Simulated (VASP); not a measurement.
Here is a VASP 6.6.1 calculation.

The input INCAR:

```
ALGO = Normal
EDIFF = 1E-6
EDIFFG = -0.01
ENCUT = 600
GGA = PE
IBRION = 2
ISIF = 4
ISMEAR = 0
LASPH = True
LCHARG = False
LREAL = False
LWAVE = False
NELM = 60
NSW = 50
PREC = Accurate
SIGMA = 0.1
```

KPOINTS

```
k-points
0
Gamma
  18 18 10
```

The input POSCAR:

```
Os
1.0
    2.6952188283      0.0000000000      0.0000000000
   -1.3476094142      2.3341279741      0.0000000000
    0.0000000000      0.0000000000      4.2664002438
Os
2
Direct
    0.3333333333      0.6666666667      0.2500000000
    0.6666666667      0.3333333333      0.7500000000
```

Potentials or basis: VASP PAW PBE potentials, release 64 (Os).

Run with:

```bash
$ cat potpaw_PBE.64/Os/POTCAR > POTCAR
$ mpirun -np 1 vasp_std > vasp.out
```

(1) What does it give for the band gap on the k mesh?

## Answers

(1) zero (bands 8 and 9 overlap by 4.23 eV).

Caveat: spin-orbit coupling is left out, which moves the levels of the heavy elements.
